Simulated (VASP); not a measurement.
Here is a VASP 6.6.1 calculation.

INCAR

```
PREC = Accurate ; ENCUT = 600
EDIFF = 1E-6 ; ISMEAR = -1
SIGMA = 0.05 ; LREAL = F
LASPH = T ; NELM = 60
ALGO = Normal ; ISIF = 3
LWAVE = F ; LCHARG = F
GGA = PS ; IBRION = 2
NSW = 80 ; EDIFFG = -0.02
```

KPOINTS

```
regular mesh
0
Gamma
  15 15 8
```

POSCAR

```
Y
1.0
    3.6474000000      0.0000000000      0.0000000000
   -1.8237000000      3.1587410600      0.0000000000
    0.0000000000      0.0000000000      5.7306000000
Y
2
Direct
    0.3333333300      0.6666666700      0.2500000000
    0.6666666700      0.3333333300      0.7500000000
```

Potentials or basis: VASP PAW PBE potentials, release 64 (Y_sv).

Run with:

```sh
$ cat potpaw_PBE.64/Y_sv/POTCAR > POTCAR
$ mpirun -np 1 vasp_std > vasp.out
```

**Question.** Estimate the relaxed cell.

**Answer.** a = 3.595 Å, b = 3.595 Å, c = 5.582 Å, α = 90.00°, β = 90.00°, γ = 120.00°.

**Question.** What does it give for the relaxed volume?

**Answer.** 31.23 Å³/atom.

**Question.** What does it give for the space group after relaxing (to 0.1 Å)?

**Answer.** P6_3/mmc (No. 194).

**Question.** What does it give for the band gap on the k mesh?

**Answer.** Zero (bands 11 and 12 overlap by 1.59 eV).

Final structure:
```yaml
crystal:
  lattice:
    - [3.59485, 0.00000, 0.00000]
    - [-1.79743, 3.11323, 0.00000]
    - [0.00000, 0.00000, 5.58177]
  atoms:
    - { symbol: Y, position: [0.33333, 0.66667, 0.25000] }
    - { symbol: Y, position: [0.66667, 0.33333, 0.75000] }
```

Caveat: the PAW data sets were made with another functional, which shifts forces and pressure a little.
